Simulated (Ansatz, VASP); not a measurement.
## SiC: VASP beside Ansatz

INCAR

```
PREC = Accurate
ENCUT = 520
EDIFF = 1E-6
ISMEAR = 0
SIGMA = 0.05
LREAL = F
LASPH = T
NELM = 60
ALGO = Normal
ISIF = 2
LWAVE = F
LCHARG = F
GGA = PE
NBANDS = 16
```

Contents of KPOINTS:

```
regular mesh
0
Gamma
  12 12 6
```

The input POSCAR:

```
SiC
1.0
    3.0759982064      0.0000000000      0.0000000000
   -1.5379991032      2.6638925888      0.0000000000
    0.0000000000      0.0000000000      5.0480000000
Si C
2 2
Direct
    0.3490531005      0.6784617126     -0.0023269709
    0.6643630559      0.3214834211      0.4963708857
    0.3214089076      0.6618352732      0.3889675565
    0.6651749360      0.3382195931      0.8869885287
```

Input for Ansatz:

```yaml
crystal:
  lattice:
    - [3.0759982064, 0.0, 0.0]
    - [-1.5379991032, 2.6638925888, 0.0]
    - [0.0, 0.0, 5.048]
  atoms:
    - { symbol: Si, position: [0.3490531005, 0.6784617126, -0.0023269709] }
    - { symbol: Si, position: [0.6643630559, 0.3214834211, 0.4963708857] }
    - { symbol: C, position: [0.3214089076, 0.6618352732, 0.3889675565] }
    - { symbol: C, position: [0.665174936, 0.3382195931, 0.8869885287] }
basis:
  ecutwfc: 420
kpoints:
  mp_grid: { grid: [12, 12, 6] }
hamiltonian:
  xc: pbe
scf:
  occupations: { method: gaussian, width: 0.05 }
output:
  forces: true
  stress: true
  eigenvalues: true
```

Change from the starting cell: all atoms moved at random (sigma 0.03 Å a component).

Alike in both runs: task single point; functional PBE; k mesh 12 × 12 × 6; occupations gaussian, width 0.05 eV; no spin polarisation.

|  | VASP | Ansatz |
| --- | --- | --- |
| version | VASP 6.6.1 | Ansatz 0.2.0 |
| potentials or method | VASP PAW PBE potentials, release 64 (Si, C), cutoff 520 eV | scalar-relativistic, plane waves, PAW |
| valence electrons in the cell | 16 | 16 |

```csv
,VASP,Ansatz,Ansatz less VASP
gap on the k mesh at the Fermi level (eV),2.25,2.25,+0.003
least direct gap on the mesh (eV),4.11,4.11,+0.005
pressure (GPa),4.3,4.3,+0.06
"traceless stress, the component that is largest in VASP (GPa)",-5.15,-5.17,-0.026
rms of the force components (eV/Å),0.882,0.882,+0.0001
```

Atom by atom the forces differ by 0.000 eV/Å (rms over components). The functional is the same, so the differences come from potentials, cutoffs and numerics.
